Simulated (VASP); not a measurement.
Set up this calculation in VASP 6.6.1, as the native input.

| Quantity | Value |
| --- | --- |
| Task | single point |
| Functional | PBE |
| Potentials or basis | VASP PAW PBE potentials, release 64 (Mg, Se) |
| Cutoff | 600 eV |
| k mesh | 6 × 6 × 6 |
| Occupations | fermi-dirac, width 0.05 eV |
| Spin | no spin polarisation |
| Dipole correction | no |
| Further INCAR settings | ALGO = Normal; EDIFF = 1e-06; NBANDS = 11 |

The structure of MgSe lies in POSCAR:

```
MgSe
1.0
    0.0000000000      2.7391275000      2.6984480582
    2.7391275000      0.0000000000      2.6984480582
    2.7391275000      2.7391275000      0.0000000000
Mg Se
1 1
Direct
    0.0000000000      0.0000000000      0.0000000000
    0.5000000000      0.5000000000      0.5000000000
```

The input as run:

INCAR

```
SYSTEM = MgSe
PREC = Accurate
ENCUT = 600
EDIFF = 1E-6
ISMEAR = -1
SIGMA = 0.05
LREAL = .FALSE.
LASPH = .TRUE.
NELM = 120
ALGO = Normal
ISIF = 2
LWAVE = .FALSE.
LCHARG = .FALSE.
GGA = PE
NBANDS = 11
GGA_COMPAT = .FALSE.
```

KPOINTS

```
Automatic mesh
0
G
  6 6 6
  0 0 0
```

Potentials or basis: VASP PAW PBE potentials, release 64 (Mg, Se).

Launch:

```console
$ cat potpaw_PBE.64/Mg/POTCAR potpaw_PBE.64/Se/POTCAR > POTCAR
$ mpirun -np 1 vasp_std > vasp.out
```

It gave:

| Property | Result |
| --- | --- |
| Pressure | 2.0 GPa |
| Band gap on the k mesh | 1.73 eV, indirect (least direct gap 2.57 eV) |

Wall time 8.5 s on 1 thread of Intel(R) Xeon(R) Platinum 8375C CPU @ 2.90GHz (Ice Lake) (shared host), peak memory 0.18 GiB.
